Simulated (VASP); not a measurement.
Set up this calculation in VASP 6.6.1, as the native input.

```
Task                   : single point
Functional             : PBE
Potentials or basis    : VASP PAW PBE potentials, release 64 (Pb_d)
Cutoff                 : 520 eV
k mesh                 : 9 × 9 × 1
Occupations            : fermi-dirac, width 0.05 eV
Spin                   : no spin polarisation
Dipole correction      : no
Further INCAR settings : ALGO = Normal; EDIFF = 1e-07; NBANDS = 36
```

The structure of Pb lies in POSCAR:

```
Pb
1.0
    3.4800006906      0.0000000000      0.0000000000
   -1.7400003453      3.0137690032      0.0000000000
    0.0000000000      0.0000000000     23.3850000000
Pb
4
Direct
    0.6666666667      0.3333333334      0.3207184092
    0.3333333333      0.6666666666      0.4402394697
    0.6666666667      0.3333333334      0.5597605303
    0.3333333333      0.6666666666      0.6792815908
```

One way to write it, as run:

INCAR

```
ALGO = Normal ; EDIFF = 1E-7
ENCUT = 520 ; GGA = PE
ISIF = 2 ; ISMEAR = -1
LASPH = T ; LCHARG = F
LREAL = F ; LWAVE = F
NBANDS = 36 ; NELM = 80
PREC = Accurate ; SIGMA = 0.05
```

KPOINTS

```
k-points
0
Gamma
  9 9 1
```

Potentials or basis: VASP PAW PBE potentials, release 64 (Pb_d).

Run with:

```bash
$ cat potpaw_PBE.64/Pb_d/POTCAR > POTCAR
$ mpirun -np 1 vasp_std > vasp.out
```

Results of the run:

```
Largest force          : 0.409 eV/Å
Band gap on the k mesh : zero (bands 28 and 29 overlap by 4.17 eV)
```

Caveat: spin-orbit coupling is left out, which moves the levels of the heavy elements.

Wall time 5.4 min on 1 thread of Intel Xeon 8259CL, on a shared host, peak memory 0.39 GiB.
